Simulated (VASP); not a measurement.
Pt: relaxation of cell and atoms with r2SCAN

Pt:

```
Pt
1.0
     2.77000    0.00000    0.00000
    -1.38500    2.39889    0.00000
     0.00000    0.00000    4.52341
Pt
2
Direct
  0.33333 0.66667 0.25000
  0.66667 0.33333 0.75000
```

```yaml
Program: VASP 6.6.1
Task: relaxation of cell and atoms
Functional: r2SCAN
Potentials_or_basis: VASP PAW PBE potentials, release 64 (Pt)
Cutoff: 600 eV
k_mesh: 8 × 8 × 5
Occupations: fermi-dirac, width 0.05 eV
Spin: no spin polarisation
Target_pressure: 20 GPa
Dipole_correction: no
Further_INCAR_settings: ALGO = Normal; EDIFF = 1e-07; IBRION = 2; EDIFFG = -0.02; NSW = 80; ISIF = 3
```

```json
{
 "Relaxed volume": "14.49 Å³/atom",
 "Relaxed cell": "a = 2.697 Å, b = 2.697 Å, c = 4.600 Å, α = 90.00°, β = 90.00°, γ = 120.00°",
 "Space group after relaxing (to 0.05 Å)": "P6_3/mmc (No. 194)",
 "Energy change on relaxing (the enthalpy is what falls)": "+29.5 meV/atom",
 "Ionic steps": "8",
 "Pressure after relaxing": "20.0 GPa",
 "Band gap on the k mesh": "zero (band 10 reaches 12.32 eV, above the bottom of band 11 at 10.96 eV)"
}
```

Step by step:
| step | energy change (eV) | largest force (eV/Å) | pressure (GPa) | volume (Å³) |
| --- | --- | --- | --- | --- |
| 1 | 0.0000 | 0.0000 | 7.35 | 30.06 |
| 2 | 1.3020 | 0.0000 | 94.34 | 25.17 |
| 3 | 0.0868 | 0.0000 | 20.52 | 28.91 |
| 4 | 0.0934 | 0.0000 | 21.23 | 28.86 |
| 5 | 0.0696 | 0.0000 | 21.14 | 28.89 |
| 6 | 0.0697 | 0.0000 | 21.11 | 28.89 |
| 7 | 0.0283 | 0.0000 | 16.65 | 29.24 |
| 8 | 0.0590 | 0.0000 | 20.02 | 28.98 |

Final structure:
```
CELL_PARAMETERS angstrom
2.69695 0.00000 0.00000
-1.34847 2.33563 0.00000
0.00000 0.00000 4.59993
ATOMIC_POSITIONS crystal
Pt 0.33333 0.66667 0.25000
Pt 0.66667 0.33333 0.75000
```

Levels at points of the mesh, in eV from the Fermi level:
| k point | band 8 | band 9 | band 10 | band 11 | band 12 | band 13 |
| --- | --- | --- | --- | --- | --- | --- |
| (0.00, 0.00, 0.00) | -2.29 | -2.29 | -0.77 | -0.28 | -0.28 | 5.84 |
| (0.50, 0.00, 0.00) | 0.07 | 0.32 | 0.59 | 2.63 | 4.28 | 8.24 |

Run time: 4.5 min on 1 thread of AMD EPYC 9R45 96-Core Processor (Zen 5), with other jobs on the host, peak memory 0.14 GiB.

Caveat: the cell is relaxed towards a set pressure, so the enthalpy falls and the energy may rise; the PAW data sets were made with another functional, which shifts forces and pressure a little; spin-orbit coupling is left out, which moves the levels of the heavy elements.
